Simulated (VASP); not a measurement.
# CsI2 (I4/mmm) in VASP: further runs, part 3 of 3

VASP 6.6.1. Earlier steps stand in the parts before.

### Step 4. Single point, PBE

INCAR

```
SYSTEM = CsI2
ALGO = Normal ; EDIFF = 1E-6
ENCUT = 520 ; GGA = PE
ISIF = 2 ; ISMEAR = 0
LASPH = .True. ; LCHARG = .True.
LELF = .True. ; LREAL = .False.
LVHAR = .True. ; LWAVE = .False.
NBANDS = 18 ; NELM = 80
PREC = Accurate ; SIGMA = 0.1
```

KPOINTS

```
k-points
0
Gamma
  14 14 14
  0 0 0
```

POSCAR

```
CsI2
1.0
   -2.6029723436      2.6029723436      5.9466200465
    2.6029723436     -2.6029723436      5.9466200465
    2.6029723436      2.6029723436     -5.9466200465
Cs I
1 2
Direct
    0.0000000000      0.0000000000      0.0000000000
    0.3636207271      0.3636207271      0.0000000000
    0.6363792729      0.6363792729      0.0000000000
```

Potentials or basis: VASP PAW PBE potentials, release 64 (Cs_sv, I).

Started as:

```console
$ cat potpaw_PBE.64/Cs_sv/POTCAR potpaw_PBE.64/I/POTCAR > POTCAR
$ mpirun -np 1 vasp_std > vasp.out
```

OUTCAR:

```text
SYSTEM = CsI2
   EDIFF = 1E-6
   ENCUT = 520
   GGA = PE
   ISIF = 2
   ISMEAR = 0
   LASPH = .True.
   LREAL = .False.
   NELM = 80
   PREC = Accurate

 ion  position               nearest neighbor table
   1  0.000  0.000  0.000-
   2  0.364  0.364  0.000-   3 3.24
   3  0.636  0.636  0.000-   2 3.24

  LATTYP: Found a body centered tetragonal cell.
 ALAT       =     5.2059446872
 C/A-ratio  =     2.2845498382

  Lattice vectors:

 A1 = (  -2.6029723436,   2.6029723436,   5.9466200465)
 A2 = (   2.6029723436,  -2.6029723436,   5.9466200465)
 A3 = (   2.6029723436,   2.6029723436,  -5.9466200465)

Analysis of symmetry for initial positions (statically):
=====================================================================
 Subroutine PRICEL returns:
 Original cell was already a primitive cell.

 Routine SETGRP: Setting up the symmetry group for a
 body centered tetragonal supercell.

 Subroutine GETGRP returns: Found 16 space group operations
 (whereof 16 operations were pure point group operations)
 out of a pool of 16 trial point group operations.

The static configuration has the point symmetry D_4h.

Analysis of symmetry for dynamics (positions and initial velocities):
=====================================================================
 Subroutine PRICEL returns:
 Original cell was already a primitive cell.

 Routine SETGRP: Setting up the symmetry group for a
 body centered tetragonal supercell.

 Subroutine GETGRP returns: Found 16 space group operations
 (whereof 16 operations were pure point group operations)
 out of a pool of 16 trial point group operations.

The dynamic configuration has the point symmetry D_4h.

 Subroutine INISYM returns: Found 16 space group operations
 (whereof 16 operations are pure point group operations),
 and found     1 'primitive' translations

----------------------------------------------------------------------------------------

                                     Primitive cell

  volume of cell :     161.1645

  direct lattice vectors                    reciprocal lattice vectors
    -2.602972344  2.602972344  5.946620046     0.000000000  0.192088095  0.084081377
     2.602972344 -2.602972344  5.946620046     0.192088095  0.000000000  0.084081377
     2.602972344  2.602972344 -5.946620046     0.192088095  0.192088095  0.000000000

  length of vectors
     6.993798683  6.993798683  6.993798683     0.209684321  0.209684321  0.271653590

  position of ions in fractional coordinates (direct lattice)
     0.000000000  0.000000000  0.000000000
     0.363620727  0.363620727  0.000000000
     0.636379273  0.636379273  0.000000000

  ion indices of the primitive-cell ions
   primitive index   ion index
                 1           1
                 2           2
                 3           3

----------------------------------------------------------------------------------------

 KPOINTS: k-points

Automatic generation of k-mesh.
 Grid dimensions read from file:
 generate k-points for:   14   14   14

 Generating k-lattice:

  Cartesian coordinates                     Fractional coordinates (reciprocal lattice)
     0.000000000  0.013720578  0.006005813     0.071428571  0.000000000  0.000000000
     0.013720578  0.000000000  0.006005813     0.000000000  0.071428571  0.000000000
     0.013720578  0.013720578  0.000000000     0.000000000  0.000000000  0.071428571

  Length of vectors
     0.014977451  0.014977451  0.019403828

  Shift w.r.t. Gamma in fractional coordinates (k-lattice)
     0.000000000  0.000000000  0.000000000

 Subroutine IBZKPT returns following result:
 ===========================================

 Found    244 irreducible k-points:

 Following reciprocal coordinates:
            Coordinates               Weight
  0.000000  0.000000  0.000000      1.000000
  0.071429  0.000000  0.000000      8.000000
  0.142857  0.000000 -0.000000      8.000000
  0.214286  0.000000 -0.000000      8.000000
  0.285714  0.000000  0.000000      8.000000
  0.357143  0.000000  0.000000      8.000000
[... 16 lines left out ...]
  0.214286  0.142857 -0.000000     16.000000
  0.285714  0.142857 -0.000000     16.000000
 [... further k-points ...]
   k-points           NKPTS =    244   k-points in BZ     NKDIM =    244   number of bands    NBANDS=     18
   number of dos      NEDOS =    301   number of ions     NIONS =      3
   total plane-waves  NPLWV = 157464
   dimension x,y,z NGX =    54 NGY =   54 NGZ =   54
   dimension x,y,z NGXF=   108 NGYF=  108 NGZF=  108
   ions per type =               1   2
   NGX,Y,Z   is equivalent  to a cutoff of  12.84, 12.84, 12.84 a.u.
   NGXF,Y,Z  is equivalent  to a cutoff of  25.67, 25.67, 25.67 a.u.
 SYSTEM =  CsI2
   PREC   = accura    normal or accurate (medium, high low for compatibility)
   ISTART =      0    job   : 0-new  1-cont  2-samecut
   ICHARG =      2    charge: 1-file 2-atom 10-const
   ISPIN  =      1    spin polarized calculation?
   LNONCOLLINEAR =      F non collinear calculations
   LSORBIT =      F    spin-orbit coupling
   LASPH  =      T    aspherical Exc in radial PAW
   ENCUT  =  520.0 eV  38.22 Ry    6.18 a.u.  13.00 13.00 13.00*2*pi/ulx,y,z
   NELM   =     80;   NELMIN=  2; NELMDL= -5     # of ELM steps
   EDIFF  = 0.1E-05   stopping-criterion for ELM
   LREAL  =      F    real-space projection
   EDIFFG = 0.1E-04   stopping-criterion for IOM
   NSW    =      0    number of steps for IOM
   IBRION =     -1    ionic relax: 0-MD 1-quasi-New 2-CG
   NFREE  =      0    steps in history (QN), initial steepest desc. (CG)
   ISIF   =      2    stress and relaxation
   ISYM   =      2    0-nonsym 1-usesym 2-fastsym
   POTIM  = 0.5000    time-step for ionic-motion
   TEBEG  =    0.0;   TEEND  =   0.0 temperature during run
   PSTRESS=    0.0 pullay stress
   NELECT =      23.0000    total number of electrons
   NUPDOWN=      -1.0000    fix difference up-down
   EMIN   =  10.00;   EMAX   =-10.00  energy-range for DOS
   EFERMI =   0.00;   METHOD = LEGACY
   ISMEAR =     0;   SIGMA  =   0.10  broadening in eV -4-tet -1-fermi 0-gaus
   EFERMI_NEDOS =   21; number of points for ismear=-14 and -15
   IALGO  =     38    algorithm
   IMIX   =      4    mixing-type and parameters
     AMIX     =   0.40;   BMIX     =  1.00
     AMIX_MAG =   1.60;   BMIX_MAG =  1.00
  volume/ion in A,a.u.               =      53.72       362.53
  Fermi-wavevector in a.u.,A,eV,Ry     =   0.855515  1.616689  9.958187  0.731906
  Thomas-Fermi vector in A             =   1.972276
   LORBIT       =      0    0 simple, 1 ext, 2 COOP (PROOUT), +10 PAW based schemes
   GGA     = PE    functional components
   LHFCALC =     F    Hartree Fock is set to
   AEXX    =    0.0000 exact exchange contribution
   IVDW    =     0    specifies the selected vdW correction
   LEPSILON=     F    determine dielectric tensor
   LRPA    =     F    only Hartree local field effects (RPA)
 non-spin polarized calculation
 Gauss-broadening in eV      SIGMA  =   0.10
  energy-cutoff  :      520.00
  volume of cell :      161.16
 maximum number of plane-waves:      4380
 NGX is ok and might be reduce to    54
   NGX = 25   NGY = 25   NGZ = 25

 number of electron      23.0000000 magnetization

 Free energy of the ion-electron system (eV)
  ---------------------------------------------------
  ext. energy  EPLUGINS =         0.00000000
  ---------------------------------------------------
  free energy    TOTEN  =        -6.52918437 eV

  energy without entropy =       -6.49737003  energy(sigma->0) =       -6.51327720

 E-fermi :   0.7558     XC(G=0):  -7.1696

 val. band max:        0.7549539255   @ k =   0.4286   0.0000  -0.0000
 cond. band min:       0.7563771596   @ k =  -0.4286   0.4286   0.1429
 fundamental gap:      0.0014232341
 Fermi energy:         0.7558219506

 k-point     1 :       0.0000    0.0000    0.0000
  band No.  band energies     occupation
      1     -20.1359      2.00000
      2     -11.1997      2.00000
      3     -10.3509      2.00000
      4      -6.9462      2.00000
      5      -6.9399      2.00000
      6      -6.9399      2.00000
[... 10 lines left out ...]
     17       7.1350      0.00000
     18       7.8977      0.00000
[... 463 lines left out ...]
 k-point    24 :       0.2857    0.1429   -0.0000
  band No.  band energies     occupation
      1     -20.1315      2.00000
      2     -11.1497      2.00000
      3     -10.4114      2.00000
      4      -6.9851      2.00000
      5      -6.9553      2.00000
      6      -6.9168      2.00000
[... 10 lines left out ...]
     17       6.9408      0.00000
     18       7.4670      0.00000

 [... further k-points ...]

------------------------ aborting loop because EDIFF is reached ----------------------------------------

  FORCE on cell =-STRESS in cart. coord.  units (eV):
  Direction    XX          YY          ZZ          XY          YZ          ZX
  --------------------------------------------------------------------------------------
  -------------------------------------------------------------------------------------
  Total       -0.0011895     -0.0011895     -0.0068932      0.0000000     -0.0000000      0.0000000
  in kB       -0.0118256     -0.0118256     -0.0685272      0.0000000     -0.0000000      0.0000000
  external PRESSURE =      -0.0307261 kB  Pullay stress =       0.0000000 kB

 VOLUME and BASIS-vectors are now :
 -----------------------------------------------------------------------------
  energy-cutoff  :      520.00
  volume of cell :      161.16
      direct lattice vectors                 reciprocal lattice vectors
    -2.602972344  2.602972344  5.946620046     0.000000000  0.192088095  0.084081377
     2.602972344 -2.602972344  5.946620046     0.192088095  0.000000000  0.084081377
     2.602972344  2.602972344 -5.946620046     0.192088095  0.192088095  0.000000000

 POSITION                                       TOTAL-FORCE (eV/Angst)
 -----------------------------------------------------------------------------------
      0.00000      0.00000      0.00000         0.000000      0.000000      0.000000
      0.00000      0.00000      4.32463        -0.000000     -0.000000      0.001504
      0.00000      0.00000      7.56861         0.000000      0.000000     -0.001504
 -----------------------------------------------------------------------------------
    total drift:                                0.000000     -0.000000      0.000000

  FREE ENERGIE OF THE ION-ELECTRON SYSTEM (eV)
  ---------------------------------------------------
  free  energy   TOTEN  =        -6.5291843726 eV

  energy  without entropy=       -6.4973700263  energy(sigma->0) =       -6.51327720
```

OSZICAR:

```text
N       E                     dE             d eps       ncg     rms          rms(c)
DAV:   1     0.137544430714E+03    0.13754E+03   -0.83879E+03  8784   0.997E+02
DAV:   2     0.670488873898E+01   -0.13084E+03   -0.12819E+03 11646   0.160E+02
DAV:   3    -0.636580315788E+01   -0.13071E+02   -0.13016E+02 10166   0.576E+01
DAV:   4    -0.660105588561E+01   -0.23525E+00   -0.23513E+00 13378   0.923E+00
DAV:   5    -0.660414206161E+01   -0.30862E-02   -0.30861E-02 11498   0.900E-01    0.278E+00
DAV:   6    -0.653900147597E+01    0.65141E-01   -0.78254E-02 11750   0.117E+00    0.170E+00
DAV:   7    -0.652625894036E+01    0.12743E-01   -0.11281E-01 11714   0.144E+00    0.368E-01
DAV:   8    -0.652881817965E+01   -0.25592E-02   -0.75670E-03 10506   0.443E-01    0.939E-02
DAV:   9    -0.652905654840E+01   -0.23837E-03   -0.33969E-04 12150   0.108E-01    0.396E-02
DAV:  10    -0.652917515568E+01   -0.11861E-03   -0.14451E-04  9934   0.713E-02    0.122E-02
DAV:  11    -0.652918414568E+01   -0.89900E-05   -0.14351E-05 11772   0.217E-02    0.877E-03
DAV:  12    -0.652918437262E+01   -0.22695E-06   -0.17571E-06  9658   0.699E-03
   1 F= -.65291844E+01 E0= -.65132772E+01  d E =-.318143E-01
```

Wall time 32 min (1 thread of Intel Xeon 8259CL, shared host); peak memory 0.89 GiB.

Results:

```yaml
Free_energy: -6.5292 eV
Pressure: 0.0 GPa
Band_gap_on_the_k_mesh: zero (an odd number of electrons rules out a gap without spin polarisation)
```

Levels at points of the mesh, in eV from the Fermi level:
| k point | band 8 | band 9 | band 10 | band 11 | band 12 | band 13 | band 14 | band 15 | band 16 | band 17 |
| --- | --- | --- | --- | --- | --- | --- | --- | --- | --- | --- |
| (0.00, 0.00, 0.00) | -1.22 | -1.22 | -1.17 | -1.17 | 0.28 | 3.56 | 4.08 | 5.87 | 6.07 | 6.38 |
| (0.50, 0.00, 0.00) | -2.13 | -1.61 | -1.09 | -0.83 | -0.02 | 4.58 | 5.53 | 5.57 | 5.60 | 6.40 |
| (0.50, 0.50, 0.00) | -1.97 | -1.70 | -1.39 | -0.90 | 0.00 | 4.95 | 6.02 | 6.43 | 6.60 | 6.95 |
| (0.50, 0.50, 0.50) | -1.60 | -1.60 | -0.63 | -0.63 | -0.38 | 3.74 | 4.30 | 5.48 | 5.79 | 6.05 |

Caveat: spin-orbit coupling is left out, which moves the levels of the heavy elements; an odd number of electrons without spin polarisation forces a metal; a magnetic or distorted state may lie lower.
